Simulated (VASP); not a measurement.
# Si4C (I4/mmm) in VASP: further runs, part 2 of 2

VASP 6.6.1. The steps go on from the part before.

## Step 5: Relaxation of cell and atoms, PBE

Input file INCAR:

```
PREC     = Accurate       # precision mode
ENCUT    = 600            # plane-wave cutoff, eV
EDIFF    = 1E-6           # SCF threshold, eV
ISMEAR   = 0              # smearing method
SIGMA    = 0.1            # smearing width, eV
LREAL    = F              # projectors in reciprocal space
LASPH    = T              # aspherical terms in the spheres
NELM     = 80             # most SCF steps
ALGO     = Normal         # electronic algorithm
ISIF     = 3              # what is computed and relaxed
LWAVE    = F              # write WAVECAR
LCHARG   = F              # write CHGCAR
GGA      = PE             # functional
IBRION   = 2              # ionic algorithm
NSW      = 100            # ionic steps
EDIFFG   = -0.01          # ionic threshold
```

Input file KPOINTS:

```
Automatic mesh
0
Gamma
  14 14 14
```

Input file POSCAR:

```
Si4C
1.0
   -3.2471392727      3.2471392727      1.4737911872
    3.2471392727     -3.2471392727      1.4737911872
    3.2471392727      3.2471392727     -1.4737911872
Si C
4 1
Direct
    0.7677520530      0.5000000000      0.2677520530
    0.2322479470      0.5000000000      0.7322479470
    0.5000000000      0.7677520530      0.2677520530
    0.5000000000      0.2322479470      0.7322479470
    0.0000000000      0.0000000000      0.0000000000
```

Potentials or basis: VASP PAW PBE potentials, release 64 (Si, C).

On the command line:

```bash
$ cat potpaw_PBE.64/Si/POTCAR potpaw_PBE.64/C/POTCAR > POTCAR
$ mpirun -np 1 vasp_std > vasp.out
```

OUTCAR:

```text
PREC = Accurate
   ENCUT = 600
   EDIFF = 1E-6
   ISMEAR = 0
   LREAL = F
   LASPH = T
   NELM = 80
   ISIF = 3
   GGA = PE
   IBRION = 2
   NSW = 100
   EDIFFG = -0.01

 ion  position               nearest neighbor table
   1  0.768  0.500  0.268-   5 2.28   5 2.28   4 2.46   3 2.46   4 2.59   3 2.59   3 2.59   4 2.59
                             2 3.02
   2  0.232  0.500  0.732-   5 2.28   5 2.28   4 2.46   3 2.46   4 2.59   4 2.59   3 2.59   3 2.59
                             1 3.02
   3  0.500  0.768  0.268-   5 2.28   5 2.28   2 2.46   1 2.46   2 2.59   1 2.59   1 2.59   2 2.59
                             4 3.02
   4  0.500  0.232  0.732-   5 2.28   5 2.28   2 2.46   1 2.46   2 2.59   2 2.59   1 2.59   1 2.59
                             3 3.02
   5  0.000  0.000  0.000-   2 2.28   4 2.28   1 2.28   3 2.28   1 2.28   3 2.28   2 2.28   4 2.28

  LATTYP: Found a body centered tetragonal cell.
 ALAT       =     6.4942785454
 C/A-ratio  =     0.4538737219

  Lattice vectors:

 A1 = (  -3.2471392727,   3.2471392727,   1.4737911872)
 A2 = (   3.2471392727,  -3.2471392727,   1.4737911872)
 A3 = (   3.2471392727,   3.2471392727,  -1.4737911872)

Analysis of symmetry for initial positions (statically):
=====================================================================
 Subroutine PRICEL returns:
 Original cell was already a primitive cell.

 Routine SETGRP: Setting up the symmetry group for a
 body centered tetragonal supercell.

 Subroutine GETGRP returns: Found 16 space group operations
 (whereof 16 operations were pure point group operations)
 out of a pool of 16 trial point group operations.

The static configuration has the point symmetry D_4h.

Analysis of symmetry for dynamics (positions and initial velocities):
=====================================================================
 Subroutine PRICEL returns:
 Original cell was already a primitive cell.

 Routine SETGRP: Setting up the symmetry group for a
 body centered tetragonal supercell.

 Subroutine GETGRP returns: Found 16 space group operations
[... 153 lines left out ...]
  ---------------------------------------------------
  ext. energy  EPLUGINS =         0.00000000
  ---------------------------------------------------
  free energy    TOTEN  =       -26.63567794 eV

  energy without entropy =      -26.62567088  energy(sigma->0) =      -26.63067441

------------------------ aborting loop because EDIFF is reached ----------------------------------------

  FORCE on cell =-STRESS in cart. coord.  units (eV):
  Direction    XX          YY          ZZ          XY          YZ          ZX
  --------------------------------------------------------------------------------------
  -------------------------------------------------------------------------------------
  Total        0.7711391      0.7711391     -1.2526973      0.0000000      0.0000000      0.0000000
  in kB       19.8767558     19.8767558    -32.2893227      0.0000000      0.0000000      0.0000000
  external PRESSURE =       2.4880630 kB  Pullay stress =       0.0000000 kB
[... 182 lines left out ...]
--------------------------------------- Ionic step        6  -------------------------------------------

 number of electron      20.0000000 magnetization

 Free energy of the ion-electron system (eV)
  ---------------------------------------------------
  ext. energy  EPLUGINS =         0.00000000
  ---------------------------------------------------
  free energy    TOTEN  =       -26.64952800 eV

  energy without entropy =      -26.63984991  energy(sigma->0) =      -26.64468896

 E-fermi :  10.4336     XC(G=0): -11.4765

 val. band max:       10.4224677588   @ k =  -0.2857  -0.2857   0.0714
 cond. band min:      10.4390832712   @ k =  -0.4286   0.4286   0.2857
 fundamental gap:      0.0166155124
 Fermi energy:        10.4335698373

 k-point     1 :       0.0000    0.0000    0.0000
  band No.  band energies     occupation
      1      -5.5714      2.00000
      2      -0.0946      2.00000
      3       1.2203      2.00000
      4       1.2203      2.00000
      5       3.5438      2.00000
      6       6.8068      2.00000
      7       6.8068      2.00000
      8       8.5255      2.00000
      9       8.7907      2.00000
     10       9.2729      2.00000
     11      13.7514      0.00000
     12      14.0956      0.00000
     13      14.0956      0.00000
     14      14.2381      0.00000
[... 377 lines left out ...]
      1      -2.4273      2.00000
      2       0.3639      2.00000
      3       1.7396      2.00000
      4       3.2957      2.00000
      5       3.9171      2.00000
      6       4.9498      2.00000
      7       5.3482      2.00000
      8       6.1596      2.00000
      9       7.4494      2.00000
     10       7.8384      2.00000
     11       9.1134      2.00000
     12      11.0941      0.00000
     13      12.4196      0.00000
     14      13.3957      0.00000

 [... further k-points ...]

------------------------ aborting loop because EDIFF is reached ----------------------------------------

  FORCE on cell =-STRESS in cart. coord.  units (eV):
  Direction    XX          YY          ZZ          XY          YZ          ZX
  --------------------------------------------------------------------------------------
  -------------------------------------------------------------------------------------
  Total        0.0187606      0.0187606      0.0202114      0.0000000      0.0000000     -0.0000000
  in kB        0.4830708      0.4830708      0.5204276      0.0000000      0.0000000     -0.0000000
  external PRESSURE =       0.4955231 kB  Pullay stress =       0.0000000 kB
[... 20 lines left out ...]
  FREE ENERGIE OF THE ION-ELECTRON SYSTEM (eV)
  ---------------------------------------------------
  free  energy   TOTEN  =       -26.6495280013 eV

  energy  without entropy=      -26.6398499108  energy(sigma->0) =      -26.64468896

 reached required accuracy - stopping structural energy minimisation
```

OSZICAR:

```text
N       E                     dE             d eps       ncg     rms          rms(c)
DAV:   1     0.456592406292E+02    0.45659E+02   -0.95795E+03  6832   0.142E+03
DAV:   2    -0.237111292521E+02   -0.69370E+02   -0.66745E+02  8906   0.174E+02
DAV:   3    -0.271953774732E+02   -0.34842E+01   -0.33863E+01  9188   0.369E+01
DAV:   4    -0.272427073499E+02   -0.47330E-01   -0.47247E-01  8278   0.480E+00
[... 38 lines left out ...]
DAV:   1    -0.266495850246E+02   -0.18938E-03   -0.45043E-03  7690   0.428E-01    0.515E-02
DAV:   2    -0.266495425150E+02    0.42510E-04   -0.29000E-04  7896   0.134E-01    0.257E-02
DAV:   3    -0.266495326135E+02    0.99015E-05   -0.28301E-05  8960   0.370E-02    0.116E-02
DAV:   4    -0.266495289259E+02    0.36876E-05   -0.99100E-06  9034   0.198E-02    0.459E-03
DAV:   5    -0.266495280013E+02    0.92469E-06   -0.27121E-06  6132   0.114E-02
   6 F= -.26649528E+02 E0= -.26644689E+02  d E =-.132125E-03
```

CONTCAR:

```text
Si4C
   1.00000000000000
    -3.2688659267737017    3.2688659267737017    1.4557656796661325
     3.2688659267737017   -3.2688659267737017    1.4557656796661325
     3.2688659267737017    3.2688659267737017   -1.4557656796661325
  Si              C
     4     1
Direct
     0.7664702387001043    0.5000000000000000    0.2664702387001044
     0.2335297612998956    0.5000000000000000    0.7335297612998957
     0.5000000000000000    0.7664702387001043    0.2664702387001044
     0.5000000000000000    0.2335297612998956    0.7335297612998957
     1.0000000000000000    0.0000000000000000    1.0000000000000000

  0.00000000E+00  0.00000000E+00  0.00000000E+00
  0.00000000E+00  0.00000000E+00  0.00000000E+00
  0.00000000E+00  0.00000000E+00  0.00000000E+00
  0.00000000E+00  0.00000000E+00  0.00000000E+00
  0.00000000E+00  0.00000000E+00  0.00000000E+00
```

Run time: 6.2 min. Hardware: 1 thread of Intel Xeon 6975P-C (Granite Rapids), shared host; peak memory 0.41 GiB.

Results:

- Free energy: -26.6495 eV
- Relaxed volume: 12.44 Å³/atom
- Relaxed cell: a = 4.847 Å, b = 4.847 Å, c = 4.847 Å, α = 95.18°, β = 95.18°, γ = 145.04°
- Space group after relaxing (to 0.1 Å): I4/mmm (No. 139)
- Energy gained by relaxing: 2.8 meV/atom
- Ionic steps: 6
- Pressure after relaxing: 0.0 GPa
- Largest force after relaxing: 0.003 eV/Å
- Band gap on the k mesh: zero (bands 10 and 11 overlap by 4.39 eV)

Forces in eV/Å, atoms in the order of the input:
```
Si   0.000 -0.003  0.000
Si   0.000  0.003  0.000
Si  -0.003  0.000  0.000
Si   0.003  0.000  0.000
C    0.000  0.000  0.000
```

The path:
```
step  energy change (eV)  largest force (eV/Å)  pressure (GPa)  volume (Å³)
   1              0.0000                0.0605            0.25        62.16
   2             -0.0126                0.0970           -0.37        62.32
   3             -0.0127                0.0933           -0.33        62.31
   4             -0.0137                0.0107            0.23        62.10
   5             -0.0137                0.0151            0.20        62.11
   6             -0.0139                0.0031            0.05        62.22
```

Final structure:
```
Si C
1.0
    -3.26887    3.26887    1.45577
     3.26887   -3.26887    1.45577
     3.26887    3.26887   -1.45577
Si C
4 1
Cartesian
  0.0000 1.7421 1.4558
  3.2689 1.5268 0.0000
  1.7421 0.0000 1.4558
  1.5268 3.2689 0.0000
  0.0000 6.5377 0.0000
```

## Step 6: Summary

| task | spin | cell | k mesh | cutoff (eV) | gap on the mesh (eV) | pressure (GPa) | largest force (eV/Å) |
| --- | --- | --- | --- | --- | --- | --- | --- |
| single point | off | a = 4.823 Å, angles 95.4, 95.4, 144.4°, 5 atoms | 6 × 6 × 6 | 520 | none | 0.0 | 0.02 |
| single point | collinear | a = 4.823 Å, angles 95.4, 95.4, 144.4°, 5 atoms | 6 × 6 × 6 | 520 | none | 0.0 | 0.02 |
| single point | off | a = 4.848 Å, angles 95.2, 95.2, 145.0°, 5 atoms | 14 × 14 × 14 | 520 | none | 0.0 | - |
| relaxation of cell and atoms | off | relaxed from a = 4.823 Å, angles 95.4, 95.4, 144.4°, 5 atoms | 14 × 14 × 14 | 600 | none | 0.0 | - |

Alike in all rows: level PBE; potentials or basis VASP PAW PBE potentials, release 64 (Si, C); smearing gaussian 0.1 eV.

Caveats: some runs use coarse meshes.

Absolute energies hang on the potentials; compare differences alone.
